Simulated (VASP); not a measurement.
# CuI (F-43m) in VASP: settings compared, part 3 of 3

VASP 6.6.1. The steps go on from the part before.

## (5) Single point, r2SCAN

This run uses another cell than the first one, of 27.33 Å³/atom.

The input, POSCAR:

```
CuI
1.0
    0.0000000000      3.0120290779      3.0120290779
    3.0120290779      0.0000000000      3.0120290779
    3.0120290779      3.0120290779      0.0000000000
Cu I
1 1
Direct
    0.0000000000      0.0000000000      0.0000000000
    0.2500000000      0.2500000000      0.2500000000
```

The input, INCAR.step1:

```
  PREC = Accurate
  ENCUT = 520
  ISMEAR = 0
  SIGMA = 0.01
  LREAL = F
  LASPH = T
  NELM = 60
  NBANDS = 16
  GGA = PE
  ALGO = Normal
  EDIFF = 1E-4
  LWAVE = T
  LCHARG = F
```

The input, INCAR.step2:

```
  PREC = Accurate
  ENCUT = 520
  EDIFF = 1E-7
  ISMEAR = 0
  SIGMA = 0.01
  LREAL = F
  LASPH = T
  NELM = 60
  ALGO = Normal
  ISIF = 2
  LWAVE = F
  LCHARG = T
  METAGGA = R2SCAN
  LMIXTAU = T
  LELF = T
  LVHAR = T
  NBANDS = 16
  ISTART = 1
```

The input, KPOINTS:

```
regular mesh
0
Gamma
  8 8 8
```

Potentials or basis: VASP PAW PBE potentials, release 64 (Cu, I).

Command:

```console
$ cat potpaw_PBE.64/Cu/POTCAR potpaw_PBE.64/I/POTCAR > POTCAR
$ cp INCAR.step1 INCAR
$ mpirun -np 1 vasp_std > vasp.out
$ cp INCAR.step2 INCAR
$ mpirun -np 1 vasp_std > vasp.out
```

OUTCAR:

```text
PREC = Accurate
   ENCUT = 520
   EDIFF = 1E-7
   ISMEAR = 0
   LREAL = F
   LASPH = T
   NELM = 60
   ISIF = 2
   METAGGA = R2SCAN
   ISTART = 1

 ion  position               nearest neighbor table
   1  0.000  0.000  0.000-   2 2.61   2 2.61   2 2.61   2 2.61
   2  0.250  0.250  0.250-   1 2.61   1 2.61   1 2.61   1 2.61

  LATTYP: Found a face centered cubic cell.
 ALAT       =     6.0240581558

  Lattice vectors:

 A1 = (   0.0000000000,   3.0120290779,   3.0120290779)
 A2 = (   3.0120290779,   0.0000000000,   3.0120290779)
 A3 = (   3.0120290779,   3.0120290779,   0.0000000000)

Analysis of symmetry for initial positions (statically):
=====================================================================
 Subroutine PRICEL returns:
 Original cell was already a primitive cell.

 Routine SETGRP: Setting up the symmetry group for a
 face centered cubic supercell.

 Subroutine GETGRP returns: Found 24 space group operations
 (whereof 24 operations were pure point group operations)
 out of a pool of 48 trial point group operations.

The static configuration has the point symmetry T_d .

Analysis of symmetry for dynamics (positions and initial velocities):
=====================================================================
 Subroutine PRICEL returns:
 Original cell was already a primitive cell.

 Routine SETGRP: Setting up the symmetry group for a
 face centered cubic supercell.

 Subroutine GETGRP returns: Found 24 space group operations
 (whereof 24 operations were pure point group operations)
 out of a pool of 48 trial point group operations.

The dynamic configuration has the point symmetry T_d .

 Subroutine INISYM returns: Found 24 space group operations
 (whereof 24 operations are pure point group operations),
 and found     1 'primitive' translations

----------------------------------------------------------------------------------------

                                     Primitive cell

  volume of cell :      54.6522

  direct lattice vectors                    reciprocal lattice vectors
     0.000000000  3.012029078  3.012029078    -0.166001053  0.166001053  0.166001053
     3.012029078  0.000000000  3.012029078     0.166001053 -0.166001053  0.166001053
     3.012029078  3.012029078  0.000000000     0.166001053  0.166001053 -0.166001053

  length of vectors
     4.259652372  4.259652372  4.259652372     0.287522259  0.287522259  0.287522259

  position of ions in fractional coordinates (direct lattice)
     0.000000000  0.000000000  0.000000000
     0.250000000  0.250000000  0.250000000

  ion indices of the primitive-cell ions
   primitive index   ion index
                 1           1
                 2           2

----------------------------------------------------------------------------------------

 KPOINTS: regular mesh

Automatic generation of k-mesh.
 Grid dimensions read from file:
 generate k-points for:    8    8    8

 Generating k-lattice:

  Cartesian coordinates                     Fractional coordinates (reciprocal lattice)
    -0.020750132  0.020750132  0.020750132     0.125000000  0.000000000  0.000000000
     0.020750132 -0.020750132  0.020750132     0.000000000  0.125000000  0.000000000
     0.020750132  0.020750132 -0.020750132     0.000000000  0.000000000  0.125000000

  Length of vectors
     0.035940282  0.035940282  0.035940282

  Shift w.r.t. Gamma in fractional coordinates (k-lattice)
     0.000000000  0.000000000  0.000000000

 Subroutine IBZKPT returns following result:
 ===========================================

 Found     29 irreducible k-points:

 Following reciprocal coordinates:
            Coordinates               Weight
  0.000000  0.000000  0.000000      1.000000
  0.125000  0.000000  0.000000      8.000000
  0.250000  0.000000  0.000000      8.000000
  0.375000  0.000000  0.000000      8.000000
  0.500000  0.000000  0.000000      4.000000
  0.125000  0.125000  0.000000      6.000000
[... 16 lines left out ...]
  0.500000  0.250000  0.125000     48.000000
 -0.375000  0.250000  0.125000     24.000000
 [... further k-points ...]
   k-points           NKPTS =     29   k-points in BZ     NKDIM =     29   number of bands    NBANDS=     16
   number of dos      NEDOS =    301   number of ions     NIONS =      2
   total plane-waves  NPLWV =  32768
   dimension x,y,z NGX =    32 NGY =   32 NGZ =   32
   dimension x,y,z NGXF=    64 NGYF=   64 NGZF=   64
   ions per type =               1   1
   NGX,Y,Z   is equivalent  to a cutoff of  12.49, 12.49, 12.49 a.u.
   NGXF,Y,Z  is equivalent  to a cutoff of  24.98, 24.98, 24.98 a.u.
 SYSTEM =  unknown system
   PREC   = accura    normal or accurate (medium, high low for compatibility)
   ISTART =      1    job   : 0-new  1-cont  2-samecut
   ICHARG =      0    charge: 1-file 2-atom 10-const
   ISPIN  =      1    spin polarized calculation?
   LNONCOLLINEAR =      F non collinear calculations
   LSORBIT =      F    spin-orbit coupling
   LASPH  =      T    aspherical Exc in radial PAW
   ENCUT  =  520.0 eV  38.22 Ry    6.18 a.u.   7.92  7.92  7.92*2*pi/ulx,y,z
   NELM   =     60;   NELMIN=  2; NELMDL=  0     # of ELM steps
   EDIFF  = 0.1E-06   stopping-criterion for ELM
   LREAL  =      F    real-space projection
   EDIFFG = 0.1E-05   stopping-criterion for IOM
   NSW    =      0    number of steps for IOM
   IBRION =     -1    ionic relax: 0-MD 1-quasi-New 2-CG
   NFREE  =      0    steps in history (QN), initial steepest desc. (CG)
   ISIF   =      2    stress and relaxation
   ISYM   =      2    0-nonsym 1-usesym 2-fastsym
   POTIM  = 0.5000    time-step for ionic-motion
   TEBEG  =    0.0;   TEEND  =   0.0 temperature during run
   PSTRESS=    0.0 pullay stress
   NELECT =      18.0000    total number of electrons
   NUPDOWN=      -1.0000    fix difference up-down
   EMIN   =  10.00;   EMAX   =-10.00  energy-range for DOS
   EFERMI =   0.00;   METHOD = LEGACY
   ISMEAR =     0;   SIGMA  =   0.01  broadening in eV -4-tet -1-fermi 0-gaus
   EFERMI_NEDOS =   21; number of points for ismear=-14 and -15
   IALGO  =     38    algorithm
   IMIX   =      4    mixing-type and parameters
     AMIX     =   0.40;   BMIX     =  1.00
     AMIX_MAG =   1.60;   BMIX_MAG =  1.00
  volume/ion in A,a.u.               =      27.33       184.41
  Fermi-wavevector in a.u.,A,eV,Ry     =   1.130568  2.136463 17.390735  1.278183
  Thomas-Fermi vector in A             =   2.267264
   LORBIT       =      0    0 simple, 1 ext, 2 COOP (PROOUT), +10 PAW based schemes
   METAGGA = R2SCAN    functional components
   LHFCALC =     F    Hartree Fock is set to
   AEXX    =    0.0000 exact exchange contribution
   IVDW    =     0    specifies the selected vdW correction
   LEPSILON=     F    determine dielectric tensor
   LRPA    =     F    only Hartree local field effects (RPA)
 non-spin polarized calculation
 Gauss-broadening in eV      SIGMA  =   0.01
  energy-cutoff  :      520.00
  volume of cell :       54.65
 maximum number of plane-waves:      1480
   NGX = 15   NGY = 15   NGZ = 15

 number of electron      18.0000016 magnetization

 Free energy of the ion-electron system (eV)
  ---------------------------------------------------
  ext. energy  EPLUGINS =         0.00000000
  ---------------------------------------------------
  free energy    TOTEN  =       -35.79549327 eV

  energy without entropy =      -35.79549327  energy(sigma->0) =      -35.79549327

 E-fermi :   4.5741     XC(G=0):  -9.5453

 val. band max:        4.4697769651   @ k =   0.0000   0.0000   0.0000
 cond. band min:       6.1414387108   @ k =   0.0000   0.0000   0.0000
 fundamental gap:      1.6716617457
 Fermi energy:         4.5740742116

 k-point     1 :       0.0000    0.0000    0.0000
  band No.  band energies     occupation
      1     -10.1605      2.00000
      2       0.5809      2.00000
      3       0.5809      2.00000
      4       0.5809      2.00000
      5       2.5540      2.00000
      6       2.5540      2.00000
[... 8 lines left out ...]
     15      14.5005      0.00000
     16      14.5005      0.00000
[... 419 lines left out ...]
 k-point    24 :      -0.3750    0.2500    0.1250
  band No.  band energies     occupation
      1      -9.4479      2.00000
      2      -1.1639      2.00000
      3       0.0115      2.00000
      4       0.5463      2.00000
      5       2.4777      2.00000
      6       2.5635      2.00000
[... 8 lines left out ...]
     15      15.7470      0.00000
     16      16.4359      0.00000

 [... further k-points ...]

------------------------ aborting loop because EDIFF is reached ----------------------------------------

  FORCE on cell =-STRESS in cart. coord.  units (eV):
  Direction    XX          YY          ZZ          XY          YZ          ZX
  --------------------------------------------------------------------------------------
  -------------------------------------------------------------------------------------
  Total       -0.0197186     -0.0197186     -0.0197186      0.0000000      0.0000000      0.0000000
  in kB       -0.5780684     -0.5780684     -0.5780684      0.0000000      0.0000000      0.0000000
  external PRESSURE =      -0.5780684 kB  Pullay stress =       0.0000000 kB

 VOLUME and BASIS-vectors are now :
 -----------------------------------------------------------------------------
  energy-cutoff  :      520.00
  volume of cell :       54.65
      direct lattice vectors                 reciprocal lattice vectors
     0.000000000  3.012029078  3.012029078    -0.166001053  0.166001053  0.166001053
     3.012029078  0.000000000  3.012029078     0.166001053 -0.166001053  0.166001053
     3.012029078  3.012029078  0.000000000     0.166001053  0.166001053 -0.166001053

 POSITION                                       TOTAL-FORCE (eV/Angst)
 -----------------------------------------------------------------------------------
      0.00000      0.00000      0.00000         0.000000      0.000000      0.000000
      1.50601      1.50601      1.50601        -0.000000     -0.000000     -0.000000
 -----------------------------------------------------------------------------------
    total drift:                                0.000010      0.000010      0.000010

  FREE ENERGIE OF THE ION-ELECTRON SYSTEM (eV)
  ---------------------------------------------------
  free  energy   TOTEN  =       -35.7954932664 eV

  energy  without entropy=      -35.7954932664  energy(sigma->0) =      -35.79549327
```

OUTCAR.step1:

```text
PREC = Accurate
   ENCUT = 520
   ISMEAR = 0
   LREAL = F
   LASPH = T
[... 676 lines left out ...]
 -----------------------------------------------------------------------------------
      0.00000      0.00000      0.00000         0.000000     -0.000000      0.000000
      1.50601      1.50601      1.50601        -0.000000      0.000000     -0.000000
 -----------------------------------------------------------------------------------
    total drift:                               -0.000000     -0.000000      0.000000

  FREE ENERGIE OF THE ION-ELECTRON SYSTEM (eV)
  ---------------------------------------------------
  free  energy   TOTEN  =        -5.5567612410 eV

  energy  without entropy=       -5.5567612410  energy(sigma->0) =       -5.55676124
```

OSZICAR.step1:

```text
N       E                     dE             d eps       ncg     rms          rms(c)
DAV:   1     0.102376466600E+03    0.10238E+03   -0.79713E+03   928   0.121E+03
DAV:   2     0.119767907727E+01   -0.10118E+03   -0.92710E+02   968   0.234E+02
DAV:   3    -0.556497847428E+01   -0.67627E+01   -0.66663E+01  1256   0.658E+01
DAV:   4    -0.578111587375E+01   -0.21614E+00   -0.21606E+00  1216   0.104E+01
DAV:   5    -0.578577369288E+01   -0.46578E-02   -0.46577E-02  1360   0.152E+00    0.542E+00
DAV:   6    -0.570829378496E+01    0.77480E-01   -0.27703E+00   952   0.451E+01    0.350E+00
DAV:   7    -0.555771335014E+01    0.15058E+00   -0.66494E-01   992   0.271E+01    0.175E+00
DAV:   8    -0.555902151617E+01   -0.13082E-02   -0.36097E-02  1456   0.268E+00    0.442E-01
DAV:   9    -0.555657012460E+01    0.24514E-02   -0.93705E-03  1176   0.286E+00    0.131E-01
DAV:  10    -0.555675582300E+01   -0.18570E-03   -0.58882E-04  1144   0.190E-01    0.439E-02
DAV:  11    -0.555676124104E+01   -0.54180E-05   -0.21142E-04  1136   0.416E-01
   1 F= -.55567612E+01 E0= -.55567612E+01  d E =-.504270E-71
```

Wall time 44 s (1 thread of Intel Xeon 6975P-C (Granite Rapids), shared host); peak memory 0.2 GiB.

Results:

```
Free energy            : -35.7955 eV
Pressure               : -0.1 GPa
Band gap on the k mesh : 1.67 eV
```

Caveat: the PAW data sets were made with another functional, which shifts forces and pressure a little; spin-orbit coupling is left out, which moves the levels of the heavy elements.

## (6) Relaxation of cell and atoms, PBE

This run uses another cell than the first one, of 28.38 Å³/atom.

The input, INCAR:

```
SYSTEM = CuI
PREC = Accurate ; ENCUT = 600
EDIFF = 1E-6 ; ISMEAR = -1
SIGMA = 0.02 ; LREAL = .FALSE.
LASPH = .TRUE. ; NELM = 60
ALGO = Normal ; ISIF = 3
LWAVE = .FALSE. ; LCHARG = .FALSE.
GGA = PE ; IBRION = 2
NSW = 80 ; EDIFFG = -0.005
```

The input, KPOINTS:

```
Automatic mesh
0
G
  6 6 6
  0 0 0
```

The input, POSCAR:

```
CuI
1.0
    0.0000000000      3.0502569422      3.0502569422
    3.0502569422      0.0000000000      3.0502569422
    3.0502569422      3.0502569422      0.0000000000
Cu I
1 1
Direct
    0.0000000000      0.0000000000      0.0000000000
    0.2500000000      0.2500000000      0.2500000000
```

Potentials or basis: VASP PAW PBE potentials, release 64 (Cu, I).

Command:

```console
$ cat potpaw_PBE.64/Cu/POTCAR potpaw_PBE.64/I/POTCAR > POTCAR
$ mpirun -np 1 vasp_std > vasp.out
```

Wall time 14 s (1 thread of Intel Xeon 6975P-C (Granite Rapids), shared host); peak memory 0.21 GiB.

The run converged. Its results:

- Free energy: -5.5605 eV
- Relaxed volume: 28.12 Å³/atom
- Relaxed cell: a = 4.301 Å, b = 4.301 Å, c = 4.301 Å, α = 60.00°, β = 60.00°, γ = 60.00°
- Space group after relaxing (to 0.1 Å): F-43m (No. 216)
- Energy gained by relaxing: 0.3 meV/atom
- Ionic steps: 2
- Pressure after relaxing: 0.0 GPa
- Band gap on the k mesh: 1.12 eV

The path:
```tsv
step	energy change (eV)	largest force (eV/Å)	pressure (GPa)	volume (Å³)
1	0.0000	0.0000	-0.36	56.76
2	-0.0005	0.0000	-0.02	56.24
```

Final structure:
```
Cu I
1.0
     0.00000    3.04100    3.04100
     3.04100    0.00000    3.04100
     3.04100    3.04100    0.00000
Cu I
1 1
Direct
  0.00000 0.00000 0.00000
  0.25000 0.25000 0.25000
```

Levels at points of the mesh, in eV from the valence-band top:
| k point | band 6 | band 7 | band 8 | band 9 | band 10 | band 11 | band 12 | band 13 |
| --- | --- | --- | --- | --- | --- | --- | --- | --- |
| (0.00, 0.00, 0.00) | -1.81 | 0.00 | 0.00 | 0.00 | 1.12 | 4.88 | 4.88 | 4.88 |
| (0.50, 0.00, 0.00) | -1.79 | -1.74 | -0.69 | -0.69 | 2.15 | 5.41 | 5.41 | 7.39 |
| (0.50, 0.50, 0.00) | -1.76 | -1.73 | -1.46 | -1.46 | 2.74 | 2.91 | 9.13 | 9.71 |

Caveat: spin-orbit coupling is left out, which moves the levels of the heavy elements.

## (7) Summary

```tsv
task	level	cell	k mesh	cutoff (eV)	smearing	gap on the mesh (eV)	pressure (GPa)
single point	PBE	a = 4.300 Å, angles 60.0°, 2 atoms	6 × 6 × 6	520	fermi-dirac 0.02 eV	1.12	0.0
single point	r2SCAN	a = 4.260 Å, angles 60.0°, 2 atoms	6 × 6 × 6	520	fermi-dirac 0.02 eV	1.67	0.0
single point	PBE	a = 4.260 Å, angles 60.0°, 2 atoms	8 × 8 × 8	520	fermi-dirac 0.02 eV	1.20	1.2
single point	r2SCAN	a = 4.260 Å, angles 60.0°, 2 atoms	8 × 8 × 8	520	gaussian 0.01 eV	1.67	-0.1
relaxation of cell and atoms	PBE	relaxed from a = 4.314 Å, angles 60.0°, 2 atoms	6 × 6 × 6	600	fermi-dirac 0.02 eV	1.12	0.0
```

Alike in all rows: potentials or basis VASP PAW PBE potentials, release 64 (Cu, I); no spin polarisation.

Caveats: spin-orbit coupling is left out, which moves the levels of the heavy elements; the PAW data sets were made with another functional, which shifts forces and pressure a little (at least some runs).

Absolute energies hang on the potentials; compare differences alone.
